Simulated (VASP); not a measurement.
Input of a VASP 6.6.1 run:

File INCAR:

```
ALGO = Normal ; EDIFF = 1E-6
ENCUT = 520 ; GGA = CA
ISIF = 2 ; ISMEAR = -1
LASPH = T ; LCHARG = T
LELF = T ; LREAL = F
LVHAR = T ; LWAVE = F
NBANDS = 12 ; NELM = 80
PREC = Accurate ; SIGMA = 0.05
```

The input KPOINTS:

```
k-points
0
Gamma
  14 14 14
```

The input POSCAR:

```
Au
1.0
    2.6673978136      0.0000000000      0.0000000000
    0.0000000000      2.6673978136      0.0000000000
    0.0000000000      0.0000000000      2.6673978136
Au
1
Direct
    0.0000000000      0.0000000000      0.0000000000
```

Potentials or basis: VASP PAW LDA potentials, release 64 (Au).

Launch:

```sh
$ cat potpaw_LDA.64/Au/POTCAR > POTCAR
$ mpirun -np 1 vasp_std > vasp.out
```

Predict the pressure.

0.5 GPa.
